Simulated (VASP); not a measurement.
# KAsH6 (R-3m) in VASP: single point with PBEsol

Aim: the single point of KAsH6 with PBEsol.

Everything below comes from runs of VASP 6.6.1. Logs are shortened: lines on timing, memory, paths and dates and some standing lists are left out, and cuts for length are marked.

## Step 1: The cell of the first run

The structure is trigonal, space group R-3m (No. 166). Conventional cell: a = 6.922 Å, b = 6.922 Å, c = 6.554 Å, α = 90.00°, β = 90.00°, γ = 120.00°. K (site symmetry -3m) has 12 H at 2.67 to 2.68 Å and 2 As at 3.28 Å within 3.5 Å. As (site symmetry -3m) has 6 H at 1.63 Å within 2.2 Å. H (site symmetry m) has 1 As at 1.63 Å within 2.2 Å.

## Step 2: Single point, PBEsol

File INCAR:

```
SYSTEM = KAsH6
PREC     = Accurate       ! precision mode
ENCUT    = 510            ! plane-wave cutoff, eV
EDIFF    = 1E-6           ! SCF threshold, eV
ISMEAR   = -1             ! smearing method
SIGMA    = 0.03           ! smearing width, eV
LREAL    = .False.        ! projectors in reciprocal space
LASPH    = .True.         ! aspherical terms in the spheres
NELM     = 120            ! most SCF steps
ALGO     = Normal         ! electronic algorithm
ISIF     = 2              ! what is computed and relaxed
LWAVE    = .False.        ! write WAVECAR
LCHARG   = .False.        ! write CHGCAR
GGA      = PS             ! functional
NBANDS   = 25             ! bands
GGA_COMPAT= .False.
```

File KPOINTS:

```
regular mesh
0
Gamma
  4 4 4
  0 0 0
```

File POSCAR:

```
KAsH6
1.0
    3.4611566364      1.9982997157      2.1847277636
   -3.4611566364      1.9982997157      2.1847277636
    0.0000000000     -3.9965994314      2.1847277636
K As H
1 1 6
Direct
    0.5000000000      0.5000000000      0.5000000000
    0.0000000000      0.0000000000      0.0000000000
    0.9250965713      0.2557388879      0.2557388879
    0.2557388879      0.9250965713      0.2557388879
    0.2557388879      0.2557388879      0.9250965713
    0.0749034287      0.7442611121      0.7442611121
    0.7442611121      0.0749034287      0.7442611121
    0.7442611121      0.7442611121      0.0749034287
```

Potentials or basis: VASP PAW PBE potentials, release 64 (K_sv, As_d, H).

Command:

```bash
$ cat potpaw_PBE.64/K_sv/POTCAR potpaw_PBE.64/As_d/POTCAR potpaw_PBE.64/H/POTCAR > POTCAR
$ mpirun -np 1 vasp_std > vasp.out
```

OUTCAR:

```text
SYSTEM = KAsH6
   PREC = Accurate
   ENCUT = 510
   EDIFF = 1E-6
   ISMEAR = -1
   LREAL = .False.
   LASPH = .True.
   NELM = 120
   ISIF = 2
   GGA = PS

 ion  position               nearest neighbor table
   1  0.500  0.500  0.500-   2 3.28   2 3.28
   2  0.000  0.000  0.000-   5 1.63   8 1.63   3 1.63   6 1.63   7 1.63   4 1.63   1 3.28   1 3.28

   3  0.925  0.256  0.256-   2 1.63
   4  0.256  0.925  0.256-   2 1.63
   5  0.256  0.256  0.925-   2 1.63
   6  0.075  0.744  0.744-   2 1.63
   7  0.744  0.075  0.744-   2 1.63
   8  0.744  0.744  0.075-   2 1.63

  LATTYP: Found a trigonal (rhomboedric) cell.
 ALAT       =     4.5547604126
 COS(alpha) =    -0.1548921486

  Lattice vectors:

 A1 = (   3.4611566364,   1.9982997157,   2.1847277636)
 A2 = (  -3.4611566364,   1.9982997157,   2.1847277636)
 A3 = (   0.0000000000,  -3.9965994314,   2.1847277636)

Analysis of symmetry for initial positions (statically):
=====================================================================
 Subroutine PRICEL returns:
 Original cell was already a primitive cell.

 Routine SETGRP: Setting up the symmetry group for a
 trigonal (rhombohedral) supercell.

 Subroutine GETGRP returns: Found 12 space group operations
 (whereof 12 operations were pure point group operations)
 out of a pool of 12 trial point group operations.

The static configuration has the point symmetry D_3d.

Analysis of symmetry for dynamics (positions and initial velocities):
=====================================================================
 Subroutine PRICEL returns:
 Original cell was already a primitive cell.

 Routine SETGRP: Setting up the symmetry group for a
 trigonal (rhombohedral) supercell.

 Subroutine GETGRP returns: Found 12 space group operations
 (whereof 12 operations were pure point group operations)
 out of a pool of 12 trial point group operations.

The dynamic configuration has the point symmetry D_3d.

 Subroutine INISYM returns: Found 12 space group operations
 (whereof 12 operations are pure point group operations),
 and found     1 'primitive' translations

----------------------------------------------------------------------------------------

                                     Primitive cell

  volume of cell :      90.6631

  direct lattice vectors                    reciprocal lattice vectors
     3.461156636  1.998299716  2.184727764     0.144460379  0.083404239  0.152574311
    -3.461156636  1.998299716  2.184727764    -0.144460379  0.083404239  0.152574311
     0.000000000 -3.996599431  2.184727764     0.000000000 -0.166808478  0.152574311

  length of vectors
     4.554760413  4.554760413  4.554760413     0.226061913  0.226061913  0.226061913

  position of ions in fractional coordinates (direct lattice)
     0.500000000  0.500000000  0.500000000
     0.000000000  0.000000000  0.000000000
     0.925096571  0.255738888  0.255738888
     0.255738888  0.925096571  0.255738888
     0.255738888  0.255738888  0.925096571
     0.074903429  0.744261112  0.744261112
     0.744261112  0.074903429  0.744261112
     0.744261112  0.744261112  0.074903429

  ion indices of the primitive-cell ions
   primitive index   ion index
                 1           1
                 2           2
                 3           3
                 4           4
                 5           5
                 6           6
                 7           7
                 8           8

----------------------------------------------------------------------------------------

 KPOINTS: regular mesh

Automatic generation of k-mesh.
 Grid dimensions read from file:
 generate k-points for:    4    4    4

 Generating k-lattice:

  Cartesian coordinates                     Fractional coordinates (reciprocal lattice)
     0.036115095  0.020851060  0.038143578     0.250000000 -0.000000000  0.000000000
    -0.036115095  0.020851060  0.038143578    -0.000000000  0.250000000  0.000000000
     0.000000000 -0.041702119  0.038143578     0.000000000  0.000000000  0.250000000

  Length of vectors
     0.056515478  0.056515478  0.056515478

  Shift w.r.t. Gamma in fractional coordinates (k-lattice)
     0.000000000  0.000000000  0.000000000

 Subroutine IBZKPT returns following result:
 ===========================================

 Found     13 irreducible k-points:

 Following reciprocal coordinates:
            Coordinates               Weight
  0.000000  0.000000  0.000000      1.000000
  0.250000 -0.000000 -0.000000      6.000000
  0.500000 -0.000000 -0.000000      3.000000
  0.250000  0.250000 -0.000000      6.000000
  0.500000  0.250000  0.000000     12.000000
 -0.250000  0.250000  0.000000      6.000000
  0.500000  0.500000 -0.000000      3.000000
  0.250000  0.250000  0.250000      2.000000
  0.500000  0.250000  0.250000      6.000000
 -0.250000  0.250000  0.250000      6.000000
  0.500000  0.500000  0.250000      6.000000
 -0.250000  0.500000  0.250000      6.000000
  0.500000  0.500000  0.500000      1.000000
   k-points           NKPTS =     13   k-points in BZ     NKDIM =     13   number of bands    NBANDS=     25
   number of dos      NEDOS =    301   number of ions     NIONS =      8
   total plane-waves  NPLWV =  46656
   dimension x,y,z NGX =    36 NGY =   36 NGZ =   36
   dimension x,y,z NGXF=    72 NGYF=   72 NGZF=   72
   ions per type =               1   1   6
   NGX,Y,Z   is equivalent  to a cutoff of  13.14, 13.14, 13.14 a.u.
   NGXF,Y,Z  is equivalent  to a cutoff of  26.28, 26.28, 26.28 a.u.
 SYSTEM =  KAsH6
   PREC   = accura    normal or accurate (medium, high low for compatibility)
   ISTART =      0    job   : 0-new  1-cont  2-samecut
   ICHARG =      2    charge: 1-file 2-atom 10-const
   ISPIN  =      1    spin polarized calculation?
   LNONCOLLINEAR =      F non collinear calculations
   LSORBIT =      F    spin-orbit coupling
   LASPH  =      T    aspherical Exc in radial PAW
   ENCUT  =  510.0 eV  37.48 Ry    6.12 a.u.   8.39  8.39  8.39*2*pi/ulx,y,z
   NELM   =    120;   NELMIN=  2; NELMDL= -5     # of ELM steps
   EDIFF  = 0.1E-05   stopping-criterion for ELM
   LREAL  =      F    real-space projection
[... 7 lines left out ...]
   TEBEG  =    0.0;   TEEND  =   0.0 temperature during run
   PSTRESS=    0.0 pullay stress
   NELECT =      30.0000    total number of electrons
   NUPDOWN=      -1.0000    fix difference up-down
   EMIN   =  10.00;   EMAX   =-10.00  energy-range for DOS
   EFERMI =   0.00;   METHOD = LEGACY
   ISMEAR =    -1;   SIGMA  =   0.03  broadening in eV -4-tet -1-fermi 0-gaus
   EFERMI_NEDOS =   21; number of points for ismear=-14 and -15
   IALGO  =     38    algorithm
   IMIX   =      4    mixing-type and parameters
     AMIX     =   0.40;   BMIX     =  1.00
     AMIX_MAG =   1.60;   BMIX_MAG =  1.00
  volume/ion in A,a.u.               =      11.33        76.48
  Fermi-wavevector in a.u.,A,eV,Ry     =   1.132327  2.139787 17.444898  1.282164
  Thomas-Fermi vector in A             =   2.269028
   LORBIT       =      0    0 simple, 1 ext, 2 COOP (PROOUT), +10 PAW based schemes
   GGA     = PS    functional components
   LHFCALC =     F    Hartree Fock is set to
   AEXX    =    0.0000 exact exchange contribution
   IVDW    =     0    specifies the selected vdW correction
   LEPSILON=     F    determine dielectric tensor
   LRPA    =     F    only Hartree local field effects (RPA)
 non-spin polarized calculation
  energy-cutoff  :      510.00
  volume of cell :       90.66
 maximum number of plane-waves:      2388
 NGX is ok and might be reduce to    36
   NGX = 17   NGY = 17   NGZ = 17

 number of electron      30.0000011 magnetization

 Free energy of the ion-electron system (eV)
  ---------------------------------------------------
  ext. energy  EPLUGINS =         0.00000000
  ---------------------------------------------------
  free energy    TOTEN  =       -24.20502411 eV

  energy without entropy =      -24.20448878  energy(sigma->0) =      -24.20475644

 E-fermi :  -0.4627     XC(G=0):  -8.4609

 val. band max:       -0.6366969881   @ k =   0.5000   0.2500   0.0000
 cond. band min:      -0.3749613224   @ k =   0.0000   0.0000   0.0000
 fundamental gap:      0.2617356657
 Fermi energy:        -0.4626525843

 k-point     1 :       0.0000    0.0000    0.0000
  band No.  band energies     occupation
      1     -35.9932      2.00000
      2     -35.9932      2.00000
      3     -35.9673      2.00000
      4     -35.9665      2.00000
      5     -35.9665      2.00000
      6     -29.6407      2.00000
[... 17 lines left out ...]
     24       8.7118      0.00000
     25       9.1905      0.00000

 k-point     2 :       0.2500   -0.0000   -0.0000
  band No.  band energies     occupation
      1     -35.9933      2.00000
      2     -35.9933      2.00000
      3     -35.9673      2.00000
      4     -35.9665      2.00000
      5     -35.9664      2.00000
      6     -29.6391      2.00000
[... 17 lines left out ...]
     24       8.6484      0.00000
     25      10.1029      0.00000

 k-point     3 :       0.5000   -0.0000   -0.0000
  band No.  band energies     occupation
      1     -35.9933      2.00000
      2     -35.9933      2.00000
      3     -35.9673      2.00000
      4     -35.9665      2.00000
      5     -35.9663      2.00000
      6     -29.6376      2.00000
[... 17 lines left out ...]
     24       8.6019      0.00000
     25       9.5021      0.00000

 k-point     4 :       0.2500    0.2500   -0.0000
  band No.  band energies     occupation
      1     -35.9933      2.00000
      2     -35.9933      2.00000
      3     -35.9673      2.00000
      4     -35.9665      2.00000
      5     -35.9664      2.00000
      6     -29.6376      2.00000
[... 17 lines left out ...]
     24       8.6202      0.00000
     25       8.9220      0.00000

 k-point     5 :       0.5000    0.2500    0.0000
  band No.  band energies     occupation
      1     -35.9933      2.00000
      2     -35.9933      2.00000
      3     -35.9673      2.00000
      4     -35.9664      2.00000
      5     -35.9663      2.00000
      6     -29.6361      2.00000
[... 17 lines left out ...]
     24       9.0179      0.00000
     25       9.7248      0.00000

 k-point     6 :      -0.2500    0.2500    0.0000
  band No.  band energies     occupation
      1     -35.9933      2.00000
      2     -35.9933      2.00000
      3     -35.9673      2.00000
      4     -35.9665      2.00000
      5     -35.9664      2.00000
      6     -29.6377      2.00000
[... 17 lines left out ...]
     24       9.1615      0.00000
     25       9.7337      0.00000
[... 85 lines left out ...]
 k-point    10 :      -0.2500    0.2500    0.2500
  band No.  band energies     occupation
      1     -35.9933      2.00000
      2     -35.9933      2.00000
      3     -35.9673      2.00000
      4     -35.9664      2.00000
      5     -35.9664      2.00000
      6     -29.6362      2.00000
[... 17 lines left out ...]
     24       8.2633      0.00000
     25       9.9427      0.00000

 k-point    11 :       0.5000    0.5000    0.2500
  band No.  band energies     occupation
      1     -35.9933      2.00000
      2     -35.9933      2.00000
      3     -35.9674      2.00000
      4     -35.9663      2.00000
      5     -35.9663      2.00000
      6     -29.6334      2.00000
[... 17 lines left out ...]
     24       8.6700      0.00000
     25       8.7073      0.00000

 k-point    12 :      -0.2500    0.5000    0.2500
  band No.  band energies     occupation
      1     -35.9933      2.00000
      2     -35.9933      2.00000
      3     -35.9673      2.00000
      4     -35.9664      2.00000
      5     -35.9663      2.00000
      6     -29.6348      2.00000
[... 17 lines left out ...]
     24       8.8857      0.00000
     25       9.4131      0.00000

 k-point    13 :       0.5000    0.5000    0.5000
  band No.  band energies     occupation
      1     -35.9933      2.00000
      2     -35.9933      2.00000
      3     -35.9674      2.00000
      4     -35.9663      2.00000
      5     -35.9663      2.00000
      6     -29.6320      2.00000
[... 17 lines left out ...]
     24       9.2327      0.00000
     25       9.2328      0.00000

------------------------ aborting loop because EDIFF is reached ----------------------------------------

  FORCE on cell =-STRESS in cart. coord.  units (eV):
  Direction    XX          YY          ZZ          XY          YZ          ZX
  --------------------------------------------------------------------------------------
  -------------------------------------------------------------------------------------
  Total       -0.1124732     -0.1124732     -0.0777848      0.0000000      0.0000000      0.0000000
  in kB       -1.9876011     -1.9876011     -1.3745959      0.0000000      0.0000000      0.0000000
  external PRESSURE =      -1.7832660 kB  Pullay stress =       0.0000000 kB

 VOLUME and BASIS-vectors are now :
 -----------------------------------------------------------------------------
  energy-cutoff  :      510.00
  volume of cell :       90.66
      direct lattice vectors                 reciprocal lattice vectors
     3.461156636  1.998299716  2.184727764     0.144460379  0.083404239  0.152574311
    -3.461156636  1.998299716  2.184727764    -0.144460379  0.083404239  0.152574311
     0.000000000 -3.996599431  2.184727764     0.000000000 -0.166808478  0.152574311

 POSITION                                       TOTAL-FORCE (eV/Angst)
 -----------------------------------------------------------------------------------
      0.00000      0.00000      3.27709        -0.000000     -0.000000     -0.000000
      0.00000      0.00000      0.00000        -0.000000     -0.000000     -0.000000
      2.31675      1.33758      3.13852         0.013084      0.007554     -0.011892
     -2.31675      1.33758      3.13852        -0.013084      0.007554     -0.011892
      0.00000     -2.67515      3.13852        -0.000000     -0.015108     -0.011892
     -2.31675     -1.33758      3.41566        -0.013084     -0.007554      0.011892
      2.31675     -1.33758      3.41566         0.013084     -0.007554      0.011892
      0.00000      2.67515      3.41566        -0.000000      0.015108      0.011892
 -----------------------------------------------------------------------------------
    total drift:                               -0.000000     -0.000000      0.000000

  FREE ENERGIE OF THE ION-ELECTRON SYSTEM (eV)
  ---------------------------------------------------
  free  energy   TOTEN  =       -24.2050241059 eV

  energy  without entropy=      -24.2044887809  energy(sigma->0) =      -24.20475644
```

Wall time 28 s (1 thread of Intel Xeon Platinum 8488C (Sapphire Rapids), shared host); peak memory 0.21 GiB.

What came out:

```
Free energy            : -24.2050 eV
Pressure               : -0.2 GPa
Largest force          : 0.019 eV/Å
Band gap on the k mesh : 0.26 eV (least direct gap 0.67 eV)
```

Forces on the atoms (eV/Å):
```
K    0.000  0.000  0.000
As   0.000  0.000  0.000
H    0.013  0.008 -0.012
H   -0.013  0.008 -0.012
H    0.000 -0.015 -0.012
H   -0.013 -0.008  0.012
H    0.013 -0.008  0.012
H    0.000  0.015  0.012
```

Caveat: the PAW data sets were made with another functional, which shifts forces and pressure a little.
